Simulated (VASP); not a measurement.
Write the native input for VASP 6.6.1 that does the following.

* Task: single point
* Functional: PBEsol
* Potentials or basis: VASP PAW PBE potentials, release 64 (Rh_pv)
* Cutoff: 520 eV
* k mesh: 18 × 18 × 6
* Occupations: gaussian, width 0.15 eV
* Spin: no spin polarisation
* Dipole correction: no
* Further INCAR settings: ALGO = Fast; EDIFF = 1e-07; NBANDS = 38

The structure of Rh lies in POSCAR:

```
Rh
1.0
    3.1170330978      0.0000000000      0.0000000000
   -1.5585165489      2.1896662708      0.0000000000
    0.0000000000      0.0000000000      7.7674847597
Rh
4
Direct
    0.0000000000      0.0000000000      0.0000000000
    0.3333333333      0.6666666667      0.2500000000
    0.0000000000      0.0000000000      0.5000000000
    0.6666666667      0.3333333333      0.7500000000
```

This cell differs from its parent crystal: strain +e along x and -e along y +0.1100, strain +e along z and -e/2 along x and y -0.1100.

The input as run:

INCAR

```
  PREC = Accurate
  ENCUT = 520
  EDIFF = 1E-7
  ISMEAR = 0
  SIGMA = 0.15
  LREAL = False
  LASPH = True
  NELM = 80
  ALGO = Fast
  ISIF = 2
  LWAVE = False
  LCHARG = False
  GGA = PS
  NBANDS = 38
```

KPOINTS

```
regular mesh
0
Gamma
  18 18 6
```

Potentials or basis: VASP PAW PBE potentials, release 64 (Rh_pv).

Launch:

```sh
$ cat potpaw_PBE.64/Rh_pv/POTCAR > POTCAR
$ mpirun -np 1 vasp_std > vasp.out
```

It gave:

```
Pressure               : 20.0 GPa
Largest force          : 1.593 eV/Å
Band gap on the k mesh : zero (bands 30 and 31 overlap by 2.02 eV)
```

Caveat: the cell differs from its parent crystal (strain +e along x and -e along y +0.1100, strain +e along z and -e/2 along x and y -0.1100); the stress differs along the axes, from -1 to 45 GPa; the PAW data sets were made with another functional, which shifts forces and pressure a little.

It took 4.2 min on 1 thread of Intel(R) Xeon(R) 6975P-C (Granite Rapids) (shared host), peak memory 0.55 GiB.
